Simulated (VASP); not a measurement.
**BN: single point with PBE**

The system is BN.

```
CELL_PARAMETERS angstrom
0.00000 1.61130 1.61130
1.61130 0.00000 1.61130
1.61130 1.61130 0.00000
ATOMIC_POSITIONS crystal
B 0.00000 0.00000 0.00000
N 0.75000 0.75000 0.75000
```

* Program: VASP 6.6.1
* Task: single point
* Functional: PBE
* Potentials or basis: VASP PAW PBE potentials, release 64 (B, N)
* Cutoff: 600 eV
* k mesh: 4 × 4 × 4
* Occupations: gaussian, width 0.1 eV
* Spin: no spin polarisation

```
Pressure               : 250.1 GPa
Band gap on the k mesh : 4.72 eV, indirect (least direct gap 10.44 eV)
```

Levels at points of the mesh, in eV from the valence-band top:
| k point | band 1 | band 2 | band 3 | band 4 | band 5 | band 6 | band 7 | band 8 |
| --- | --- | --- | --- | --- | --- | --- | --- | --- |
| (0.00, 0.00, 0.00) | -24.74 | 0.00 | 0.00 | 0.00 | 10.44 | 10.44 | 10.44 | 16.54 |
| (0.50, 0.00, 0.00) | -18.72 | -14.32 | -2.71 | -2.71 | 12.54 | 12.54 | 15.09 | 18.77 |
| (0.50, 0.50, 0.00) | -16.82 | -11.57 | -6.91 | -6.91 | 4.72 | 11.10 | 23.85 | 23.85 |

It took 3.8 s on 1 thread of AMD EPYC 7R13 (shared host), peak memory 0.08 GiB.

Caveat: the k points lie up to 0.84 Å⁻¹ apart. As with any semilocal functional, this PBE gap is likely too small.
